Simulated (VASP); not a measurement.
Set up this calculation in VASP 6.6.1, as the native input.

* Task: single point
* Functional: LDA
* Potentials or basis: VASP PAW LDA potentials, release 64 (Ni)
* Cutoff: 520 eV
* k mesh: 24 × 24 × 24
* Occupations: gaussian, width 0.15 eV
* Spin: collinear spin, ferromagnetic start
* Starting moments: [1.0] μB
* Fixed moment: 1 μB
* Dipole correction: no
* Further INCAR settings: ALGO = Normal; EDIFF = 1e-07; NBANDS = 15

The structure of Ni lies in POSCAR:

```
Ni
1.0
    0.0000000000      1.6024052366      1.6024052366
    1.6024052366      0.0000000000      1.6024052366
    1.6024052366      1.6024052366      0.0000000000
Ni
1
Direct
    0.0000000000      0.0000000000      0.0000000000
```

One way to write it, as run:

INCAR

```
ALGO = Normal ; EDIFF = 1E-7
ENCUT = 520 ; ISIF = 2
ISMEAR = 0 ; ISPIN = 2
LASPH = T ; LCHARG = F
LMAXMIX = 4 ; LORBIT = 11
LREAL = F ; LWAVE = F
MAGMOM = 1 ; NBANDS = 15
NELM = 150 ; NUPDOWN = 1.0
PREC = Accurate ; SIGMA = 0.15
```

KPOINTS

```
k-points
0
Gamma
  24 24 24
```

Potentials or basis: VASP PAW LDA potentials, release 64 (Ni).

The run is started by

```sh
$ cat potpaw_LDA.64/Ni/POTCAR > POTCAR
$ mpirun -np 1 vasp_std > vasp.out
```

Results of the run:

| Quantity | Value |
| --- | --- |
| Pressure | 88.7 GPa |
| Net moment | 1.00 μB per cell |
| Site moments | Ni +0.98 μB |
| Valence electrons inside the program's atomic spheres | Ni 9.97 |

Caveat: the total moment is fixed, so each spin has its own Fermi level.

It took 110 s on 1 thread of Intel(R) Xeon(R) Platinum 8259CL CPU @ 2.50GHz (Skylake/Cascade Lake), on a shared host, peak memory 0.18 GiB.
